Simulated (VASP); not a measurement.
A run of VASP 6.6.1:

File INCAR:

```
PREC = Accurate ; ENCUT = 520
EDIFF = 1E-6 ; ISMEAR = -1
SIGMA = 0.01 ; LREAL = F
LASPH = T ; NELM = 120
ALGO = Normal ; ISIF = 2
LWAVE = F ; LCHARG = F
GGA = PE ; NBANDS = 100
GGA_COMPAT = F
```

The input KPOINTS:

```
Automatic mesh
0
Gamma
  1 1 1
```

Contents of POSCAR:

```
Hf7O16
1.0
    0.0000000000      5.0690718900      5.1011025500
    5.2936327600      0.0000000000      5.1011025500
    5.2936327600      5.0690718900      0.0000000000
Hf O
7 16
Direct
    0.2386528830      0.0281296150      0.0040836872
    0.2744717664      0.4632231357      0.9974099595
    0.8111837452      0.9747448894      0.4750802032
    0.2089728276      0.0370556733      0.4980455645
    0.7226620588      0.5043054901      0.0264382254
    0.2431496067      0.4852705025      0.4845610149
    0.7956579409      1.0373380120      0.9411023830
    0.0174430038      0.2943729602      0.1253811913
    0.5187149253      0.8892080821      0.5657734902
    0.3436992433      0.3479289027      0.7622852789
    0.9262846840      0.9616633480      0.1695691028
    0.1593650166      0.3751307677      0.3377574436
    0.5286596034      0.9169395623      0.7422925501
    0.3605020503      0.6679191387      0.1185601465
    0.8594530665      0.1179464356      0.6115213084
    0.1725216498      0.8268256285      0.4172987941
    0.6202178942      0.3686982452      0.9168417200
    0.4424485652      0.0627745823      0.1580461013
    0.9058769608      0.6096004108      0.6736116792
    0.1159366736      0.1634147342      0.7481066160
    0.7223904988      0.7607331044      0.0451554473
    0.1281857810      0.7772038770      0.8335146785
    0.5792941823      0.2921683010      0.3586084032
```

Potentials or basis: VASP PAW PBE potentials, release 64 (Hf_pv, O).

Launch:

```console
$ cat potpaw_PBE.64/Hf_pv/POTCAR potpaw_PBE.64/O/POTCAR > POTCAR
$ mpirun -np 1 vasp_gam > vasp.out
```

Hardware: 1 thread of Intel(R) Xeon(R) Platinum 8375C CPU @ 2.90GHz (Ice Lake), with other jobs on the host.

Task: How long does it take, and how much memory?

Result: Run time: 76 s on 1 thread of Intel(R) Xeon(R) Platinum 8375C CPU @ 2.90GHz (Ice Lake), on a shared host, peak memory 0.38 GiB. Counts: scf iterations 22, k points 1.
